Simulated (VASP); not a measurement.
# H22CO12 in VASP: further runs, part 2 of 2

VASP 6.6.1. The steps go on from the part before.

## 3. Single point, PBE+D3(BJ)

File INCAR:

```
ALGO = Normal ; EDIFF = 1E-6
ENCUT = 520 ; GGA = PE
ISIF = 2 ; ISMEAR = -1
IVDW = 12 ; LASPH = T
LCHARG = F ; LREAL = Auto
LWAVE = F ; NBANDS = 72
NELM = 60 ; PREC = Accurate
SIGMA = 0.05
```

File KPOINTS:

```
k-points
0
Gamma
  1 1 1
```

File POSCAR:

```
H22CO12
1.0
    7.1334920000      0.0000000000      0.0000000000
    0.0000000000      7.1334920000      0.0000000000
    0.0000000000      0.0000000000      7.1334920000
O H C
12 22 1
Direct
    0.4172991292      0.5720900787      0.4842649294
    0.1970283278      0.7188625150     -0.0173126990
    0.2682697338      0.1117124685      0.9804875368
    0.4323408507      0.4460227894      0.9659364586
    0.6232151098     -0.0794842133      0.9942956409
    0.5776693939      0.1843136573      0.3657675652
    0.1347867216      0.8281498038      0.4663774768
    0.0762179309      0.2334761152      0.3231096355
    0.7490440867      0.8111875642      0.4224438746
    0.8428130290      0.5694406050      1.0521775310
    0.7224091651      0.5005823235      0.7088533919
    0.8922979096      0.2333639682      0.6931808433
    0.5109979797      0.6101639982      0.3991593458
    0.4135001483      0.4392659303      0.4854144366
    0.0688722998      0.6814194226     -0.0109904097
    0.2365741771      0.8367290522      0.0096166085
    0.1817342754      0.1449921020      1.0983961291
    0.1661458371      0.0529053653      0.9020687203
    0.2990400774      0.5651089256      0.9641561244
    0.4360977765      0.3046053742      0.9072134657
    0.5548895268      0.0203967426      1.0466823261
    0.7181335593     -0.0087334506      0.9084470831
    0.6469902819      0.0730217403      0.3807111580
    0.5695247152      0.1912247186      0.2414806101
    0.1116704133      0.9301335167      0.5646883742
    0.2091542263      0.7333715381      0.5303153070
    0.0999089927      0.1665523701      0.4352286370
   -0.0630266355      0.2559475780      0.2742275452
    0.7965663941      0.7184700004      0.5055167932
    0.6052715837      0.8137389094      0.4130655785
    0.7614643712      0.6549387032      1.1153723870
    0.7887581566      0.5315909796      0.9345773430
    0.5339320490      0.5159745045      0.8946529974
    0.8521492700      0.3987528128      0.4813631248
    0.8064773886      0.3845802308      0.6262290614
```

Potentials or basis: VASP PAW PBE potentials, release 64 (O, H, C).

Run with:

```console
cat potpaw_PBE.64/O/POTCAR potpaw_PBE.64/H/POTCAR potpaw_PBE.64/C/POTCAR > POTCAR
mpirun -np 1 vasp_gam > vasp.out
```

OUTCAR:

```text
EDIFF = 1E-6
   ENCUT = 520
   GGA = PE
   ISIF = 2
   ISMEAR = -1
   IVDW = 12
   LASPH = T
   LREAL = Auto
   NELM = 60
   PREC = Accurate
 IVDW          = 12

 ion  position               nearest neighbor table
   1  0.417  0.572  0.484-  13 0.94  14 0.95
   2  0.197  0.719  0.983-  16 0.91  15 0.95  19 1.32
   3  0.268  0.112  0.980-  18 1.01  17 1.07
   4  0.432  0.446  0.966-  33 1.02  20 1.09  19 1.28
[... 338 lines left out ...]
  -------------------------------------------------------------------------------------
  Total      -3.41467     2.77955     5.83008    -0.47902     1.13001     0.51069
  in kB     -15.07135    12.26812    25.73229    -2.11425     4.98754     2.25405
  external pressure =        7.64 kB  Pullay stress =        0.00 kB

 VOLUME and BASIS-vectors are now :
 -----------------------------------------------------------------------------
  energy-cutoff  :      520.00
  volume of cell :      363.00
      direct lattice vectors                 reciprocal lattice vectors
     7.133492000  0.000000000  0.000000000     0.140183798  0.000000000  0.000000000
     0.000000000  7.133492000  0.000000000     0.000000000  0.140183798  0.000000000
     0.000000000  0.000000000  7.133492000     0.000000000  0.000000000  0.140183798

 POSITION                                       TOTAL-FORCE (eV/Angst)
 -----------------------------------------------------------------------------------
      2.97680      4.08100      3.45450        -1.719263      0.930321      1.064797
      1.40550      5.12800      7.00999         1.211089     -5.716347     -1.870249
      1.91370      0.79690      6.99430        -2.941688     -0.660186      1.232049
      3.08410      3.18170      6.89050         0.395479     -0.856215     -1.607048
      4.44570      6.56649      7.09280         2.758023     -0.036992     -2.109579
      4.12080      1.31480      2.60920        -0.573237      0.840545      4.637160
[... 27 lines left out ...]
      6.07880      2.84450      3.43380        -0.410213      0.698443     -1.002785
      5.75300      2.74340      4.46720         5.660619     -6.628116     -1.237245
 -----------------------------------------------------------------------------------
    total drift:                               -0.002929     -0.002257     -0.007735

  FREE ENERGIE OF THE ION-ELECTRON SYSTEM (eV)
  ---------------------------------------------------
  free  energy   TOTEN  =      -172.5824108036 eV

  energy  without entropy=     -172.5824108035  energy(sigma->0) =     -172.58241080
```

OSZICAR:

```text
N       E                     dE             d eps       ncg     rms          rms(c)
DAV:   1     0.817626590420E+03    0.81763E+03   -0.54700E+04   144   0.127E+03
DAV:   2    -0.106757051091E+03   -0.92438E+03   -0.88073E+03   176   0.312E+02
DAV:   3    -0.188586466738E+03   -0.81829E+02   -0.81180E+02   168   0.100E+02
DAV:   4    -0.189903978000E+03   -0.13175E+01   -0.13137E+01   176   0.142E+01
DAV:   5    -0.189923405619E+03   -0.19428E-01   -0.19421E-01   176   0.163E+00    0.262E+01
DAV:   6    -0.172167430974E+03    0.17756E+02   -0.57348E+01   168   0.280E+01    0.103E+01
DAV:   7    -0.171603802477E+03    0.56363E+00   -0.21053E+00   168   0.609E+00    0.632E+00
DAV:   8    -0.171340775221E+03    0.26303E+00   -0.72874E-01   176   0.404E+00    0.104E+00
DAV:   9    -0.171337055571E+03    0.37197E-02   -0.95754E-02   176   0.138E+00    0.501E-01
DAV:  10    -0.171339886109E+03   -0.28305E-02   -0.28227E-02   160   0.682E-01    0.229E-01
DAV:  11    -0.171340431275E+03   -0.54517E-03   -0.33827E-03   176   0.303E-01    0.120E-01
DAV:  12    -0.171340710754E+03   -0.27948E-03   -0.12605E-03   168   0.227E-01    0.460E-02
DAV:  13    -0.171340689698E+03    0.21057E-04   -0.48499E-04   184   0.116E-01    0.219E-02
DAV:  14    -0.171340687351E+03    0.23464E-05   -0.74873E-05   176   0.402E-02    0.142E-02
DAV:  15    -0.171340685647E+03    0.17042E-05   -0.14045E-05   184   0.218E-02    0.536E-03
DAV:  16    -0.171340686032E+03   -0.38470E-06   -0.37272E-06   176   0.114E-02
   1 F= -.17258241E+03 E0= -.17258241E+03  d E =-.668311E-10
```

It took 49 s on 1 thread of AMD EPYC 7R43 (Zen 3), shared host; peak memory 0.31 GiB.

Results:

```
Free energy                : -172.5824 eV
Pressure                   : 0.8 GPa
Largest force              : 8.804 eV/Å
Band gap on the k mesh     : 2.76 eV
Dispersion energy per atom : -0.035 eV
```

Forces in eV/Å, atoms in the order of the input:
```
O   -1.719  0.930  1.065
O    1.211 -5.716 -1.870
O   -2.942 -0.660  1.232
O    0.395 -0.856 -1.607
O    2.758 -0.037 -2.110
O   -0.573  0.841  4.637
O   -0.540  1.893  1.507
O   -1.727  1.632 -4.087
O   -2.673  1.700 -2.090
O    1.845 -0.436  0.981
O   -3.547  4.488  3.090
O   -1.339  1.142 -0.093
H    1.046 -0.225 -0.954
H    0.187 -1.291 -0.258
H   -2.242 -0.101  0.757
H    1.314  3.835  1.208
H    1.577  0.079 -0.963
H    1.114  1.068  0.076
H    0.506  0.232  0.272
H   -1.176  3.000  1.282
H   -1.286  1.064  0.544
H   -1.454 -1.196  1.189
H    1.355 -1.598  0.962
H   -0.704  0.949 -5.443
H    0.126 -1.634 -1.327
H    0.471 -0.240 -0.111
H   -1.089 -0.694  1.061
H    3.002 -0.861  2.000
H   -0.188 -0.882  1.066
H    2.495 -0.372  0.907
H   -0.493  0.876  0.378
H   -0.420 -0.230 -1.173
H   -0.541 -0.769  0.112
H   -0.410  0.698 -1.003
C    5.661 -6.628 -1.237
```

Caveat: the k points lie up to 0.88 Å⁻¹ apart.
